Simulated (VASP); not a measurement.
Co, 2 atoms in the cell. It takes space group P6_3/mmc (No. 194, hexagonal). Conventional cell: a = 2.618 Å, b = 2.618 Å, c = 3.831 Å, α = 90.00°, β = 90.00°, γ = 120.00°. Co (site symmetry -6m2) has 12 Co at 2.44 to 2.62 Å within 3.2 Å. 

```yaml
Program: VASP 6.6.1
Task: single point
Functional: PBE
Potentials_or_basis: VASP PAW PBE potentials, release 64 (Co)
Cutoff: 520 eV
k_mesh: 21 × 21 × 12
Occupations: gaussian, width 0.15 eV
Spin: collinear spin, ferromagnetic start
Starting_moments: "[1.86, 1.86] μB"
Dipole_correction: no
Further_INCAR_settings: ALGO = Normal; EDIFF = 1e-06; NBANDS = 20
```

Potentials or basis: VASP PAW PBE potentials, release 64 (Co).

The run is started by

```sh
$ cat potpaw_PBE.64/Co/POTCAR > POTCAR
$ mpirun -np 1 vasp_std > vasp.out
```

Hardware: 1 thread of Oxide Virtual Turin-like Processor, with other jobs on the host.

Q: Estimate the wall time of this run.

A: It took 4 min on 1 thread of Oxide Virtual Turin-like Processor, on a shared host, peak memory 0.27 GiB. Counts: scf iterations 13, k points 336.
